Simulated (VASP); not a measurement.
N2: single point with PBEsol

System: N2, in a box.

```
N
1.0
    10.00000    0.00000    0.00000
     0.00000   10.50000    0.00000
     0.00000    0.00000   11.00000
N
2
Cartesian
  5.0000 5.2500 4.9500
  5.0000 5.2500 6.0500
```

- Program: VASP 6.6.1
- Task: single point
- Functional: PBEsol
- Potentials or basis: VASP PAW PBE potentials, release 64 (N)
- Cutoff: 520 eV
- k mesh: 1 × 1 × 1
- Occupations: gaussian, width 0.01 eV
- Spin: no spin polarisation

```yaml
Largest_force: 1.873 eV/Å
Gap_between_the_frontier_levels: 8.19 eV
```

Forces in eV/Å, atoms in the order of the input:
```
N    0.000  0.000 -1.873
N    0.000  0.000  1.873
```

Levels at points of the mesh, in eV from the valence-band top:
```
           k point  band 3  band 4  band 5  band 6  band 7  band 8
(0.00, 0.00, 0.00)   -1.51   -1.51    0.00    8.19    8.19    9.89
```

Wall time 66 s on 1 thread of AMD EPYC 7R43 64-Core Processor (Zen 3), on a shared host, peak memory 0.83 GiB.

Caveat: the standard files for N, O and F lose accuracy on very short bonds; the PAW data sets were made with another functional, which shifts forces and pressure a little.
